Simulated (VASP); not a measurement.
**PdI (zincblende type): single point with PBEsol**

The system is PdI (zincblende type).

```
CELL_PARAMETERS angstrom
0.00000 2.56199 2.56199
2.56199 0.00000 2.56199
2.56199 2.56199 0.00000
ATOMIC_POSITIONS crystal
Pd 0.00000 0.00000 0.00000
I 0.25000 0.25000 0.25000
```

- Program: VASP 6.6.1
- Task: single point
- Functional: PBEsol
- Potentials or basis: VASP PAW PBE potentials, release 64 (Pd, I)
- Cutoff: 520 eV
- k mesh: 12 × 12 × 12
- Occupations: fermi-dirac, width 0.1 eV
- Spin: no spin polarisation
- Dipole correction: no
- Further INCAR settings: ALGO = Normal; EDIFF = 1e-07; NBANDS = 16

```json
{
  "Pressure": "119.3 GPa",
  "Band gap on the k mesh": "zero (an odd number of electrons rules out a gap without spin polarisation)"
}
```

Levels at points of the mesh, in eV from the Fermi level:
| k point | band 7 | band 8 | band 9 | band 10 | band 11 | band 12 |
| --- | --- | --- | --- | --- | --- | --- |
| (0.00, 0.00, 0.00) | 2.74 | 2.77 | 2.77 | 2.77 | 5.95 | 5.95 |
| (0.50, 0.00, 0.00) | -4.66 | -0.02 | -0.02 | 3.32 | 7.10 | 7.10 |
| (0.50, 0.50, 0.00) | -3.90 | -3.39 | -3.39 | 4.06 | 4.38 | 11.49 |

Wall time 56 s on 1 thread of AMD EPYC 7R43 64-Core Processor (Zen 3), with other jobs on the host, peak memory 0.15 GiB.

Caveat: the cell stands under pressure; the PAW data sets were made with another functional, which shifts forces and pressure a little; spin-orbit coupling is left out, which moves the levels of the heavy elements; an odd number of electrons without spin polarisation forces a metal; a magnetic or distorted state may lie lower.
